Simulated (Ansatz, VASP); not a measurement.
This is a calculation of BAs for Ansatz 0.2.0.

Contents of input.yaml:

```yaml
crystal:
  lattice:
    - [0.0, 2.4353452264, 2.4353452264]
    - [2.4353452264, 0.0, 2.4353452264]
    - [2.4353452264, 2.4353452264, 0.0]
  atoms:
    - { symbol: As, position: [0.75, 0.75, 0.75] }
    - { symbol: B, position: [0.0, 0.0, 0.0] }
hamiltonian:
  xc: { exchange: pbe, correlation: none }
  pseudopotentials: { kind: paw }
kpoints:
  mp_grid: { grid: [10, 10, 10] }
scf:
  occupations: { method: fermi_dirac, width: 0.05 }
output:
  forces: true
  stress: true
  eigenvalues: true
```

Potentials or basis: Ansatz PAW.

Command:

```bash
$ ansatz run input.yaml --threads 2 --pin off --max-ram 5120MiB --backend cpu --events-out ev --progress --plain --runs-dir out
```

Task: Translate it to VASP 6.6.1. Potentials there: VASP PAW PBE potentials, release 64 (As, B).

Result: As run (the cutoff follows the program's own potentials):

The input INCAR:

```
SYSTEM = BAs
AGGAC = 0.0
ALDAC = 0.0
ALGO = Normal
EDIFF = 1E-6
ENCUT = 520
GGA = PE
ISIF = 2
ISMEAR = -1
LASPH = .TRUE.
LCHARG = .FALSE.
LREAL = .FALSE.
LWAVE = .FALSE.
NBANDS = 11
NELM = 100
PREC = Accurate
SIGMA = 0.05
```

Contents of KPOINTS:

```
k-points
0
G
  10 10 10
  0 0 0
```

File POSCAR:

```
BAs
1.0
    0.0000000000      2.4353452264      2.4353452264
    2.4353452264      0.0000000000      2.4353452264
    2.4353452264      2.4353452264      0.0000000000
As B
1 1
Direct
    0.7500000000      0.7500000000      0.7500000000
    0.0000000000      0.0000000000      0.0000000000
```

Potentials or basis: VASP PAW PBE potentials, release 64 (As, B).

The run is started by

```sh
$ cat potpaw_PBE.64/As/POTCAR potpaw_PBE.64/B/POTCAR > POTCAR
$ mpirun -np 1 vasp_std > vasp.out
```

Both were run:

|  | VASP | Ansatz | Ansatz less VASP |
| --- | --- | --- | --- |
| gap on the k mesh at the Fermi level (eV) | 1.45 | 1.46 | +0.006 |
| least direct gap on the mesh (eV) | 3.28 | 3.28 | 0.000 |
| pressure (GPa) | 9.3 | 8.7 | -0.62 |

VASP's potentials were made for PBE, not for PBE exchange alone. The functional is the same, so the differences come from potentials, cutoffs and numerics. VASP's potentials hold 8 valence electrons a cell and Ansatz's 18, so a difference there can come from the potentials and not from the codes.
